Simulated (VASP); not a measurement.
# BAs5 (F-43m) in VASP: notebook

BAs5 is run at these levels: PBE; tasks: single point, relaxation of cell and atoms.

Everything below comes from runs of VASP 6.6.1. Logs are shortened: lines on timing, memory, paths and dates and some standing lists are left out, and cuts for length are marked.

**1. The cell of the first run**

The structure is cubic, space group F-43m (No. 216). The conventional cell has a = 7.714 Å, b = 7.714 Å, c = 7.714 Å, α = 90.00°, β = 90.00°, γ = 90.00°. Within 4.2 Å of B (site symmetry -43m) lie 16 As at 3.20 to 3.34 Å. As (site symmetry 3m) has 9 As at 2.72 to 3.20 Å and 3 B at 3.20 Å within 3.6 Å. As (site symmetry -43m) has 12 As at 3.20 Å and 4 B at 3.34 Å within 4.2 Å.

**2. Single point, PBE**

INCAR

```
PREC = Accurate ; ENCUT = 520
EDIFF = 1E-7 ; ISMEAR = 0
SIGMA = 0.1 ; LREAL = F
LASPH = T ; NELM = 100
ALGO = Normal ; ISIF = 2
LWAVE = F ; LCHARG = F
GGA = PE ; NBANDS = 23
```

KPOINTS

```
regular mesh
0
Gamma
  4 4 4
```

POSCAR

```
BAs5
1.0
    0.0000000000      3.8568682374      3.8568682374
    3.8568682374      0.0000000000      3.8568682374
    3.8568682374      3.8568682374      0.0000000000
B As
1 5
Direct
    0.2500000000      0.2500000000      0.2500000000
    0.3745159259      0.8751613580      0.8751613580
    0.8751613580      0.3745159259      0.8751613580
    0.8751613580      0.8751613580      0.3745159259
    0.8751613580      0.8751613580      0.8751613580
    0.5000000000      0.5000000000      0.5000000000
```

Potentials or basis: VASP PAW PBE potentials, release 64 (B, As).

On the command line:

```
$ cat potpaw_PBE.64/B/POTCAR potpaw_PBE.64/As/POTCAR > POTCAR
$ mpirun -np 1 vasp_std > vasp.out
```

OUTCAR:

```text
PREC = Accurate
   ENCUT = 520
   EDIFF = 1E-7
   ISMEAR = 0
   LREAL = F
   LASPH = T
   NELM = 100
   ISIF = 2
   GGA = PE

 ion  position               nearest neighbor table
   1  0.250  0.250  0.250-
   2  0.375  0.875  0.875-   3 2.72   4 2.72   5 2.72   5 2.73   4 2.73   3 2.73
   3  0.875  0.375  0.875-   2 2.72   4 2.72   5 2.72   4 2.73   5 2.73   2 2.73
   4  0.875  0.875  0.375-   2 2.72   3 2.72   5 2.72   5 2.73   3 2.73   2 2.73
   5  0.875  0.875  0.875-   2 2.72   3 2.72   4 2.72   4 2.73   3 2.73   2 2.73
   6  0.500  0.500  0.500-

  LATTYP: Found a face centered cubic cell.
 ALAT       =     7.7137364748

  Lattice vectors:

 A1 = (   0.0000000000,   3.8568682374,   3.8568682374)
 A2 = (   3.8568682374,   0.0000000000,   3.8568682374)
 A3 = (   3.8568682374,   3.8568682374,   0.0000000000)

Analysis of symmetry for initial positions (statically):
=====================================================================
 Subroutine PRICEL returns:
 Original cell was already a primitive cell.

 Routine SETGRP: Setting up the symmetry group for a
 face centered cubic supercell.

 Subroutine GETGRP returns: Found 24 space group operations
 (whereof 24 operations were pure point group operations)
 out of a pool of 48 trial point group operations.

The static configuration has the point symmetry T_d .

Analysis of symmetry for dynamics (positions and initial velocities):
=====================================================================
 Subroutine PRICEL returns:
 Original cell was already a primitive cell.

 Routine SETGRP: Setting up the symmetry group for a
 face centered cubic supercell.

 Subroutine GETGRP returns: Found 24 space group operations
 (whereof 24 operations were pure point group operations)
 out of a pool of 48 trial point group operations.

The dynamic configuration has the point symmetry T_d .

 Subroutine INISYM returns: Found 24 space group operations
 (whereof 24 operations are pure point group operations),
 and found     1 'primitive' translations

----------------------------------------------------------------------------------------

                                     Primitive cell

  volume of cell :     114.7452

  direct lattice vectors                    reciprocal lattice vectors
     0.000000000  3.856868237  3.856868237    -0.129638860  0.129638860  0.129638860
     3.856868237  0.000000000  3.856868237     0.129638860 -0.129638860  0.129638860
     3.856868237  3.856868237  0.000000000     0.129638860  0.129638860 -0.129638860

  length of vectors
     5.454435370  5.454435370  5.454435370     0.224541091  0.224541091  0.224541091

  position of ions in fractional coordinates (direct lattice)
     0.250000000  0.250000000  0.250000000
     0.374515926  0.875161358  0.875161358
     0.875161358  0.374515926  0.875161358
     0.875161358  0.875161358  0.374515926
     0.875161358  0.875161358  0.875161358
     0.500000000  0.500000000  0.500000000

  ion indices of the primitive-cell ions
   primitive index   ion index
                 1           1
                 2           2
                 3           3
                 4           4
                 5           5
                 6           6

----------------------------------------------------------------------------------------

 KPOINTS: regular mesh

Automatic generation of k-mesh.
 Grid dimensions read from file:
 generate k-points for:    4    4    4

 Generating k-lattice:

  Cartesian coordinates                     Fractional coordinates (reciprocal lattice)
    -0.032409715  0.032409715  0.032409715     0.250000000  0.000000000  0.000000000
     0.032409715 -0.032409715  0.032409715     0.000000000  0.250000000  0.000000000
     0.032409715  0.032409715 -0.032409715     0.000000000  0.000000000  0.250000000

  Length of vectors
     0.056135273  0.056135273  0.056135273

  Shift w.r.t. Gamma in fractional coordinates (k-lattice)
     0.000000000  0.000000000  0.000000000

 Subroutine IBZKPT returns following result:
 ===========================================

 Found      8 irreducible k-points:

 Following reciprocal coordinates:
            Coordinates               Weight
  0.000000  0.000000  0.000000      1.000000
  0.250000  0.000000  0.000000      8.000000
  0.500000  0.000000  0.000000      4.000000
  0.250000  0.250000  0.000000      6.000000
  0.500000  0.250000  0.000000     24.000000
 -0.250000  0.250000  0.000000     12.000000
  0.500000  0.500000  0.000000      3.000000
 -0.250000  0.500000  0.250000      6.000000
   k-points           NKPTS =      8   k-points in BZ     NKDIM =      8   number of bands    NBANDS=     23
   number of dos      NEDOS =    301   number of ions     NIONS =      6
   total plane-waves  NPLWV =  74088
   dimension x,y,z NGX =    42 NGY =   42 NGZ =   42
   dimension x,y,z NGXF=    84 NGYF=   84 NGZF=   84
   ions per type =               1   5
[... 50 lines left out ...]

 number of electron      28.0000000 magnetization

 Free energy of the ion-electron system (eV)
  ---------------------------------------------------
  ext. energy  EPLUGINS =         0.00000000
  ---------------------------------------------------
  free energy    TOTEN  =       -23.55509651 eV

  energy without entropy =      -23.53776881  energy(sigma->0) =      -23.54643266

 E-fermi :   5.3642     XC(G=0): -10.3518

 val. band max:        5.3282166127   @ k =   0.2500   0.0000   0.0000
 cond. band min:       5.3996431712   @ k =  -0.2500   0.5000   0.2500
 fundamental gap:      0.0714265584
 Fermi energy:         5.3641794133

 k-point     1 :       0.0000    0.0000    0.0000
  band No.  band energies     occupation
      1      -9.6256      2.00000
      2      -4.4908      2.00000
      3      -3.7696      2.00000
      4      -3.7696      2.00000
      5      -3.7696      2.00000
      6      -2.2621      2.00000
[... 15 lines left out ...]
     22      12.2217      0.00000
     23      12.3335      0.00000

 k-point     2 :       0.2500    0.0000    0.0000
  band No.  band energies     occupation
      1      -9.2547      2.00000
      2      -5.7326      2.00000
      3      -4.4615      2.00000
      4      -3.9273      2.00000
      5      -3.9273      2.00000
      6      -1.1327      2.00000
[... 15 lines left out ...]
     22       9.8312      0.00000
     23      11.7019      0.00000

 k-point     3 :       0.5000    0.0000    0.0000
  band No.  band energies     occupation
      1      -8.5804      2.00000
      2      -7.1049      2.00000
      3      -4.6182      2.00000
      4      -4.0610      2.00000
      5      -4.0610      2.00000
      6      -1.0841      2.00000
[... 15 lines left out ...]
     22       9.9063      0.00000
     23      11.0268      0.00000

 k-point     4 :       0.2500    0.2500    0.0000
  band No.  band energies     occupation
      1      -9.1211      2.00000
      2      -5.6859      2.00000
      3      -4.8685      2.00000
      4      -4.1921      2.00000
      5      -4.1921      2.00000
      6      -0.8758      2.00000
[... 15 lines left out ...]
     22       9.4489      0.00000
     23      11.3412      0.00000

 k-point     5 :       0.5000    0.2500    0.0000
  band No.  band energies     occupation
      1      -8.3763      2.00000
      2      -6.9627      2.00000
      3      -5.5826      2.00000
      4      -4.3101      2.00000
      5      -3.8968      2.00000
      6      -0.9159      2.00000
[... 15 lines left out ...]
     22       8.4591      0.00000
     23       9.4288      0.00000

 k-point     6 :      -0.2500    0.2500    0.0000
  band No.  band energies     occupation
      1      -8.6833      2.00000
      2      -6.5431      2.00000
      3      -5.5840      2.00000
      4      -4.0749      2.00000
      5      -3.7043      2.00000
      6      -0.8408      2.00000
[... 15 lines left out ...]
     22       8.8426      0.00000
     23       9.7449      0.00000

 k-point     7 :       0.5000    0.5000    0.0000
  band No.  band energies     occupation
      1      -7.7266      2.00000
      2      -7.6618      2.00000
      3      -5.3044      2.00000
      4      -4.5157      2.00000
      5      -4.5157      2.00000
      6      -1.5410      2.00000
[... 15 lines left out ...]
     22       7.6494      0.00000
     23      10.8192      0.00000

 k-point     8 :      -0.2500    0.5000    0.2500
  band No.  band energies     occupation
      1      -7.6419      2.00000
      2      -7.6239      2.00000
      3      -5.9723      2.00000
      4      -4.6960      2.00000
      5      -3.5723      2.00000
      6      -0.6061      2.00000
[... 15 lines left out ...]
     22       8.1289      0.00000
     23       8.6461      0.00000

------------------------ aborting loop because EDIFF is reached ----------------------------------------

  FORCE on cell =-STRESS in cart. coord.  units (eV):
  Direction    XX          YY          ZZ          XY          YZ          ZX
  --------------------------------------------------------------------------------------
  -------------------------------------------------------------------------------------
  Total        0.0672992      0.0672992      0.0672992      0.0000000      0.0000000      0.0000000
  in kB        0.9396926      0.9396926      0.9396926      0.0000000      0.0000000      0.0000000
  external PRESSURE =       0.9396926 kB  Pullay stress =       0.0000000 kB

 VOLUME and BASIS-vectors are now :
 -----------------------------------------------------------------------------
  energy-cutoff  :      520.00
  volume of cell :      114.75
      direct lattice vectors                 reciprocal lattice vectors
     0.000000000  3.856868237  3.856868237    -0.129638860  0.129638860  0.129638860
     3.856868237  0.000000000  3.856868237     0.129638860 -0.129638860  0.129638860
     3.856868237  3.856868237  0.000000000     0.129638860  0.129638860 -0.129638860

 POSITION                                       TOTAL-FORCE (eV/Angst)
 -----------------------------------------------------------------------------------
      1.92843      1.92843      1.92843         0.000000      0.000000      0.000000
      6.75076      4.81984      4.81984        -0.026509      0.026509      0.026509
      4.81984      6.75076      4.81984         0.026509     -0.026509      0.026509
      4.81984      4.81984      6.75076         0.026509      0.026509     -0.026509
      6.75076      6.75076      6.75076        -0.026509     -0.026509     -0.026509
      3.85687      3.85687      3.85687         0.000000      0.000000      0.000000
 -----------------------------------------------------------------------------------
    total drift:                                0.000000      0.000000      0.000000

  FREE ENERGIE OF THE ION-ELECTRON SYSTEM (eV)
  ---------------------------------------------------
  free  energy   TOTEN  =       -23.5550965142 eV

  energy  without entropy=      -23.5377688143  energy(sigma->0) =      -23.54643266
```

Wall time 17 s (1 thread of Intel Xeon 6975P-C (Granite Rapids), shared host); peak memory 0.24 GiB.

What came out:

* Free energy: -23.5551 eV
* Pressure: 0.1 GPa
* Largest force: 0.046 eV/Å
* Band gap on the k mesh: zero (band 14 reaches 5.56 eV, above the bottom of band 15 at 3.68 eV)

Forces in eV/Å, atoms in the order of the input:
```
B    0.000  0.000  0.000
As  -0.027  0.027  0.027
As   0.027 -0.027  0.027
As   0.027  0.027 -0.027
As  -0.027 -0.027 -0.027
As   0.000  0.000  0.000
```

**3. Single point, PBE**

This run uses another cell than the first one, of 22.16 Å³/atom, 1.159 times its volume.

INCAR

```
SYSTEM = BAs5
PREC     = Accurate       ! precision mode
ENCUT    = 520            ! plane-wave cutoff, eV
EDIFF    = 1E-6           ! SCF threshold, eV
ISMEAR   = 0              ! smearing method
SIGMA    = 0.1            ! smearing width, eV
LREAL    = .FALSE.        ! projectors in reciprocal space
LASPH    = .TRUE.         ! aspherical terms in the spheres
NELM     = 60             ! most SCF steps
ALGO     = Normal         ! electronic algorithm
ISIF     = 2              ! what is computed and relaxed
LWAVE    = .FALSE.        ! write WAVECAR
LCHARG   = .TRUE.         ! write CHGCAR
GGA      = PE             ! functional
LELF     = .TRUE.         ! ELF
LVHAR    = .TRUE.       
NBANDS   = 23             ! bands
```

KPOINTS

```
regular mesh
0
G
  4 4 4
  0 0 0
```

POSCAR

```
BAs5
1.0
    0.0000000000      4.0510007200      4.0510007200
    4.0510007200      0.0000000000      4.0510007200
    4.0510007200      4.0510007200      0.0000000000
B As
1 5
Direct
    0.2500000000      0.2500000000      0.2500000000
    0.3727328200      0.8757557300      0.8757557300
    0.8757557300      0.3727328200      0.8757557300
    0.8757557300      0.8757557300      0.3727328200
    0.8757557300      0.8757557300      0.8757557300
    0.5000000000      0.5000000000      0.5000000000
```

Potentials or basis: VASP PAW PBE potentials, release 64 (B, As).

On the command line:

```
$ cat potpaw_PBE.64/B/POTCAR potpaw_PBE.64/As/POTCAR > POTCAR
$ mpirun -np 1 vasp_std > vasp.out
```

Run time: 18 s. Hardware: 1 thread of Intel Xeon 6975P-C (Granite Rapids), shared host; peak memory 0.31 GiB.

The run converged. Its results:

```yaml
Free_energy: -23.0552 eV
Pressure: -7.6 GPa
Largest_force: 0.010 eV/Å
Band_gap_on_the_k_mesh: zero (band 14 reaches 4.14 eV, above the bottom of band 15 at 2.64 eV)
```

Forces in eV/Å, atoms in the order of the input:
```
B    0.000  0.000  0.000
As  -0.006  0.006  0.006
As   0.006 -0.006  0.006
As   0.006  0.006 -0.006
As  -0.006 -0.006 -0.006
As   0.000  0.000  0.000
```

Levels at points of the mesh, in eV from the Fermi level:
```csv
k point,band 10,band 11,band 12,band 13,band 14,band 15,band 16,band 17,band 18,band 19
"(0.00, 0.00, 0.00)",-4.47,-2.36,-2.36,-1.34,-1.34,-1.34,2.12,2.12,2.12,3.65
"(0.50, 0.00, 0.00)",-1.60,-1.60,-1.30,-0.85,-0.85,-0.10,0.23,1.47,1.47,1.67
"(0.50, 0.50, 0.00)",-2.59,-0.73,-0.73,-0.68,-0.52,-0.44,-0.20,0.67,1.13,1.13
```

**4. Relaxation of cell and atoms, PBE**

This run uses another cell than the first one, of 22.16 Å³/atom, 1.159 times its volume.

INCAR

```
PREC = Accurate
ENCUT = 600
EDIFF = 1E-6
ISMEAR = 0
SIGMA = 0.1
LREAL = F
LASPH = T
NELM = 80
ALGO = Normal
ISIF = 3
LWAVE = F
LCHARG = F
GGA = PE
IBRION = 2
NSW = 90
EDIFFG = -0.04
```

KPOINTS

```
Automatic mesh
0
Gamma
  4 4 4
```

POSCAR is that of step 3.

On the command line:

```
$ cat potpaw_PBE.64/B/POTCAR potpaw_PBE.64/As/POTCAR > POTCAR
$ mpirun -np 1 vasp_std > vasp.out
```

It took 64 s on 1 thread of Intel Xeon 6975P-C (Granite Rapids), shared host; peak memory 0.34 GiB.

The run converged. Its results:

```
Free energy                            : -23.5566 eV
Relaxed volume                         : 19.18 Å³/atom
Relaxed cell                           : a = 5.460 Å, b = 5.460 Å, c = 5.460 Å, α = 60.00°, β = 60.00°, γ = 60.00°
Space group after relaxing (to 0.05 Å) : F-43m (No. 216)
Energy gained by relaxing              : 83.6 meV/atom
Ionic steps                            : 6
Pressure after relaxing                : -0.1 GPa
Band gap on the k mesh                 : zero (band 14 reaches 5.54 eV, above the bottom of band 15 at 3.66 eV)
```

The path:
```csv
step,energy change (eV),largest force (eV/Å),pressure (GPa),volume (Å³)
1,0.0000,0.0097,-7.61,132.96
2,-0.4958,0.1158,0.79,113.70
3,-0.4986,0.1142,0.02,114.84
4,-0.4984,0.1137,-0.20,115.19
5,-0.5004,0.0662,-0.17,115.14
6,-0.5014,0.0017,-0.10,115.07
```

Final structure:
```
CELL_PARAMETERS angstrom
0.00000 3.86054 3.86054
3.86054 0.00000 3.86054
3.86054 3.86054 0.00000
ATOMIC_POSITIONS crystal
B 0.25000 0.25000 0.25000
As 0.37564 0.87479 0.87479
As 0.87479 0.37564 0.87479
As 0.87479 0.87479 0.37564
As 0.87479 0.87479 0.87479
As 0.50000 0.50000 0.50000
```

Levels at points of the mesh, in eV from the Fermi level:
| k point | band 11 | band 12 | band 13 | band 14 | band 15 | band 16 | band 17 | band 18 |
| --- | --- | --- | --- | --- | --- | --- | --- | --- |
| (0.00, 0.00, 0.00) | -2.81 | -2.81 | -1.67 | -1.67 | -1.67 | 2.51 | 2.51 | 2.51 |
| (0.50, 0.00, 0.00) | -1.77 | -1.61 | -1.12 | -1.12 | 0.34 | 0.50 | 1.80 | 1.80 |
| (0.50, 0.50, 0.00) | -0.94 | -0.94 | -0.54 | -0.43 | -0.40 | -0.26 | 0.73 | 1.30 |

**5. Single point, PBE**

This run uses another cell than the first one, of 19.47 Å³/atom, 1.018 times its volume.

INCAR

```
SYSTEM = BAs5
PREC = Accurate
ENCUT = 520
EDIFF = 1E-7
ISMEAR = 0
SIGMA = 0.1
LREAL = .False.
LASPH = .True.
NELM = 80
ALGO = Normal
ISIF = 2
LWAVE = .False.
LCHARG = .True.
GGA = PE
LELF = .True.
LVHAR = .True.
NBANDS = 23
```

KPOINTS

```
regular mesh
0
Gamma
  8 8 8
  0 0 0
```

POSCAR

```
BAs5
1.0
    0.0000000000      3.8801631460      3.8801631460
    3.8801631460      0.0000000000      3.8801631460
    3.8801631460      3.8801631460      0.0000000000
B As
1 5
Direct
    0.7500000000      0.7500000000      0.7500000000
    0.1229703353      0.1229703353      0.6310889940
    0.6310889940      0.1229703353      0.1229703353
    0.1229703353      0.1229703353      0.1229703353
    0.1229703353      0.6310889940      0.1229703353
    0.5000000000      0.5000000000      0.5000000000
```

On the command line:

```
$ cat potpaw_PBE.64/B/POTCAR potpaw_PBE.64/As/POTCAR > POTCAR
$ mpirun -np 1 vasp_std > vasp.out
```

Run time: 38 s. Hardware: 1 thread of Intel Xeon 6975P-C (Granite Rapids), shared host; peak memory 0.27 GiB.

Results (log left out):

```yaml
Free_energy: -23.1998 eV
Pressure: 0.1 GPa
Largest_force: 0.008 eV/Å
Band_gap_on_the_k_mesh: zero (band 14 reaches 5.60 eV, above the bottom of band 15 at 3.59 eV)
```

Forces in eV/Å, atoms in the order of the input:
```
B    0.000  0.000  0.000
As  -0.005 -0.005  0.005
As   0.005 -0.005 -0.005
As   0.005  0.005  0.005
As  -0.005  0.005 -0.005
As   0.000  0.000  0.000
```

Levels at points of the mesh, in eV from the Fermi level:
```
           k point  band 10  band 11  band 12  band 13  band 14  band 15  band 16  band 17  band 18  band 19
(0.00, 0.00, 0.00)    -4.84    -2.93    -2.93    -1.73    -1.73    -1.73     2.37     2.37     2.37     4.12
(0.50, 0.00, 0.00)    -1.94    -1.94    -1.69    -1.17    -1.17     0.08     0.46     1.62     1.62     1.80
(0.50, 0.50, 0.00)    -2.77    -1.12    -1.12    -0.84    -0.61    -0.49    -0.40     0.76     1.23     1.23
```

**6. The runs side by side**

```csv
task,cell,k mesh,cutoff (eV),gap on the mesh (eV),pressure (GPa),largest force (eV/Å)
single point,"a = 5.454 Å, angles 60.0°, 6 atoms",4 × 4 × 4,520,none,0.1,0.05
single point,"a = 5.729 Å, angles 60.0°, 6 atoms",4 × 4 × 4,520,none,-7.6,0.01
relaxation of cell and atoms,"relaxed from a = 5.729 Å, angles 60.0°, 6 atoms",4 × 4 × 4,600,none,-0.1,-
single point,"a = 5.487 Å, angles 60.0°, 6 atoms",8 × 8 × 8,520,none,0.1,0.01
```

Alike in all rows: level PBE; potentials or basis VASP PAW PBE potentials, release 64 (B, As); no spin polarisation; smearing gaussian 0.1 eV.

Absolute energies hang on the potentials; compare differences alone.
